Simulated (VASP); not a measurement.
Here is a VASP 6.6.1 calculation.

File INCAR:

```
  PREC = Accurate
  ENCUT = 520
  EDIFF = 1E-6
  ISMEAR = -1
  SIGMA = 0.05
  LREAL = F
  LASPH = T
  NELM = 150
  ALGO = Normal
  ISIF = 2
  LWAVE = F
  LCHARG = T
  ISPIN = 2
  MAGMOM = 4 0
  LORBIT = 11
  LMAXMIX = 4
  GGA = PS
  LELF = T
  LVHAR = T
  NBANDS = 20
```

File KPOINTS:

```
regular mesh
0
Gamma
  10 10 10
```

File POSCAR:

```
MnO
1.0
    0.0000000000      2.1633329369      2.1633329369
    2.1633329369      0.0000000000      2.1633329369
    2.1633329369      2.1633329369      0.0000000000
Mn O
1 1
Direct
    0.0000000000      0.0000000000      0.0000000000
    0.5000000000      0.5000000000      0.5000000000
```

Potentials or basis: VASP PAW PBE potentials, release 64 (Mn_pv, O).

The run is started by

```console
$ cat potpaw_PBE.64/Mn_pv/POTCAR potpaw_PBE.64/O/POTCAR > POTCAR
$ mpirun -np 1 vasp_std > vasp.out
```

Problem. What does it give for the net moment?

Solution. 4.44 μB per cell.

Problem. What does it give for the pressure?

Solution. 0.5 GPa.

Problem. What does it give for the site moments?

Solution. Mn +4.07; O +0.17 μB.

Caveat: the PAW data sets were made with another functional, which shifts forces and pressure a little; a cell with one magnetic atom can't hold antiferromagnetic order, which such compounds often take.
